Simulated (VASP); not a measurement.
A run of VASP 6.6.1:

The input INCAR:

```
ALGO     = Normal         # electronic algorithm
EDIFF    = 1E-6           # SCF threshold, eV
ENCUT    = 520            # plane-wave cutoff, eV
GGA      = PE             # functional
ISIF     = 2              # what is computed and relaxed
ISMEAR   = -1             # smearing method
LASPH    = T              # aspherical terms in the spheres
LCHARG   = F              # write CHGCAR
LREAL    = F              # projectors in reciprocal space
LWAVE    = F              # write WAVECAR
NBANDS   = 32             # bands
NELM     = 80             # most SCF steps
PREC     = Accurate       # precision mode
SIGMA    = 0.03           # smearing width, eV
```

Contents of KPOINTS:

```
k-points
0
Gamma
  6 6 6
```

POSCAR

```
Bi2Se3
1.0
    2.1129292827      1.2199002901      9.5453300000
   -2.1129292827      1.2199002901      9.5453300000
    0.0000000000     -2.4398005804      9.5453300000
Bi Se
2 3
Direct
    0.4008000000      0.4008000000      0.4008000000
    0.5992000000      0.5992000000      0.5992000000
    0.0000000000      0.0000000000      0.0000000000
    0.2117000000      0.2117000000      0.2117000000
    0.7883000000      0.7883000000      0.7883000000
```

Potentials or basis: VASP PAW PBE potentials, release 64 (Bi_d, Se).

Launch:

```console
$ cat potpaw_PBE.64/Bi_d/POTCAR potpaw_PBE.64/Se/POTCAR > POTCAR
$ mpirun -np 1 vasp_std > vasp.out
```

Hardware: 1 thread of Intel(R) Xeon(R) 6975P-C (Granite Rapids), on a shared host.

Task: How long does it take, and how much memory?

Result: Run time: 7.4 min on 1 thread of Intel(R) Xeon(R) 6975P-C (Granite Rapids), on a shared host, peak memory 0.93 GiB. Counts: scf iterations 14, k points 32.
